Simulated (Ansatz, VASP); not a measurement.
**Nb in VASP and in Ansatz**

```
Nb
1.0
     4.52407    0.00000    0.00000
    -2.26203    3.91796    0.00000
     0.00000    0.00000    4.62132
Nb
4
Direct
  0.00000 0.00000 0.25000
  0.00000 0.00000 0.75000
  0.33333 0.66667 0.75000
  0.66667 0.33333 0.25000
```

Alike in both runs: functional PBEsol; k mesh 6 × 6 × 2; occupations gaussian, width 0.1 eV; no spin polarisation.

Ansatz relaxed the structure, and its values are those at the end. VASP's run is a single point on that final structure, the one shown.

|  | VASP | Ansatz |
| --- | --- | --- |
| version | VASP 6.6.1 | Ansatz 0.2.0 |
| potentials or method | VASP PAW PBE potentials, release 64 (Nb_sv), cutoff 520 eV | scalar-relativistic, plane waves, PAW |
| valence electrons in the cell | 52 | 52 |

```tsv
	VASP	Ansatz	Ansatz less VASP
gap on the k mesh at the Fermi level (eV)	none	none	-
pressure (GPa)	-0.1	0.0	+0.06
```

VASP's potentials were made for PBE, not for PBEsol. A gap of «none» marks a metal or a gap that the smearing closes.

The k mesh is coarse, so the values compare programs but aren't converged.
